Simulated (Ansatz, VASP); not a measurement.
One calculation of As, two programs

```
As
1.0
     4.45169    0.00000    0.00000
    -2.22584    3.85527    0.00000
     0.00000    0.00000    5.62867
As
4
Direct
  0.00000 0.00000 0.25000
  0.00000 0.00000 0.75000
  0.33333 0.66667 0.75000
  0.66667 0.33333 0.25000
```

Alike in both runs: functional PBE; k mesh 6 × 6 × 4; occupations gaussian, width 0.1 eV; no spin polarisation.

Ansatz relaxed the structure, and its values are those at the end. VASP's run is a single point on that final structure, the one shown.

|  | VASP | Ansatz |
| --- | --- | --- |
| version | VASP 6.6.1 | Ansatz 0.2.0 |
| potentials or method | VASP PAW PBE potentials, release 64 (As), cutoff 500 eV | scalar-relativistic, plane waves, PAW |
| valence electrons in the cell | 20 | 60 |

VASP gave:

```
gap on the k mesh at the Fermi level (eV) : none
pressure (GPa)                            : 0.0
```

Estimate Ansatz's values.

gap on the k mesh at the Fermi level (eV): none; pressure (GPa): -0.2.

A gap of «none» marks a metal or a gap that the smearing closes. VASP's potentials hold 20 valence electrons a cell and Ansatz's 60, so a difference there can come from the potentials and not from the codes.
